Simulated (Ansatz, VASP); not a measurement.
**Al: VASP beside Ansatz**

```
Al
1.0
    -1.59122    1.59122    1.59122
     1.59122   -1.59122    1.59122
     1.59122    1.59122   -1.59122
Al
1
Direct
  0.00000 0.00000 0.00000
```

Alike in both runs: task relaxation of cell and atoms; functional PBEsol; dispersion D3(BJ); k mesh 12 × 12 × 12; no spin polarisation.

|  | VASP | Ansatz |
| --- | --- | --- |
| version | VASP 6.6.1 | Ansatz 0.2.0 |
| potentials or method | VASP PAW PBE potentials, release 64 (Al) | plane waves, PAW |
| plane-wave cutoff (eV) | 600 | 420 |
| occupations | methfessel-paxton of order 1, width 0.15 eV | cold, width 0.15 eV |
| valence electrons in the cell | 3 | 3 |

```tsv
	VASP	Ansatz	Ansatz less VASP
relaxed volume (Å³/atom)	15.91	15.89	-0.024
relaxed cell length with the largest relative difference (Å)	2.745	2.743	-0.0014
```

VASP's potentials were made for PBE, not for PBEsol. Ansatz's warnings: stress scf threshold loose.
